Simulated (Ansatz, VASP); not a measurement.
Al in VASP and in Ansatz

The input POSCAR:

```
Al
1.0
    0.0000000000      1.9936203000      2.0239800000
    2.0543397000      0.0000000000      2.0239800000
    2.0543397000      1.9936203000      0.0000000000
Al
1
Direct
    0.0000000000      0.0000000000      0.0000000000
```

INCAR.step1

```
SYSTEM = Al
PREC     = Accurate       ! precision mode
ENCUT    = 520            ! plane-wave cutoff, eV
ISMEAR   = 0              ! smearing method
SIGMA    = 0.15           ! smearing width, eV
LREAL    = .False.        ! projectors in reciprocal space
LASPH    = .True.         ! aspherical terms in the spheres
NELM     = 60             ! most SCF steps
NBANDS   = 8              ! bands
GGA      = PE             ! functional
ALGO     = Normal         ! electronic algorithm
EDIFF    = 1E-4           ! SCF threshold, eV
LWAVE    = .True.         ! write WAVECAR
LCHARG   = .False.        ! write CHGCAR
```

File INCAR.step2:

```
SYSTEM = Al
PREC     = Accurate       ! precision mode
ENCUT    = 520            ! plane-wave cutoff, eV
EDIFF    = 1E-6           ! SCF threshold, eV
ISMEAR   = 0              ! smearing method
SIGMA    = 0.15           ! smearing width, eV
LREAL    = .False.        ! projectors in reciprocal space
LASPH    = .True.         ! aspherical terms in the spheres
NELM     = 60             ! most SCF steps
ALGO     = Normal         ! electronic algorithm
ISIF     = 2              ! what is computed and relaxed
LWAVE    = .False.        ! write WAVECAR
LCHARG   = .True.         ! write CHGCAR
METAGGA  = R2SCAN         ! meta-GGA
LMIXTAU  = .True.       
LELF     = .True.         ! ELF
LVHAR    = .True.       
NBANDS   = 8              ! bands
ISTART   = 1
```

KPOINTS

```
Automatic mesh
0
Gamma
  20 20 20
  0 0 0
```

Input for Ansatz:

```yaml
crystal:
  lattice:
    - [0.0, 1.9936203, 2.02398]
    - [2.0543397, 0.0, 2.02398]
    - [2.0543397, 1.9936203, 0.0]
  atoms:
    - { symbol: Al, position: [0.0, 0.0, 0.0] }
basis:
  ecutwfc: 500
kpoints:
  mp_grid: { grid: [20, 20, 20] }
hamiltonian:
  xc: r2scan
scf:
  occupations: { method: gaussian, width: 0.15 }
output:
  forces: true
  stress: true
  eigenvalues: true
```

Change from the starting cell: strain +0.0150 x Voigt [1, -1, 0, 0, 0, 0], atoms carried along.

Alike in both runs: task single point; functional r2SCAN; k mesh 20 × 20 × 20; occupations gaussian, width 0.15 eV; no spin polarisation.

|  | VASP | Ansatz |
| --- | --- | --- |
| version | VASP 6.6.1 | Ansatz 0.2.0 |
| potentials or method | VASP PAW PBE potentials, release 64 (Al), cutoff 520 eV | scalar-relativistic, plane waves, PAW |
| valence electrons in the cell | 3 | 3 |

|  | VASP | Ansatz | Ansatz less VASP |
| --- | --- | --- | --- |
| gap on the k mesh at the Fermi level (eV) | none | none | - |
| pressure (GPa) | -3.7 | -3.4 | +0.30 |
| traceless stress, the component that is largest in VASP (GPa) | -0.79 | -0.79 | -0.001 |

VASP's potentials were made for PBE, not for r2SCAN. A gap of «none» marks a metal or a gap that the smearing closes.
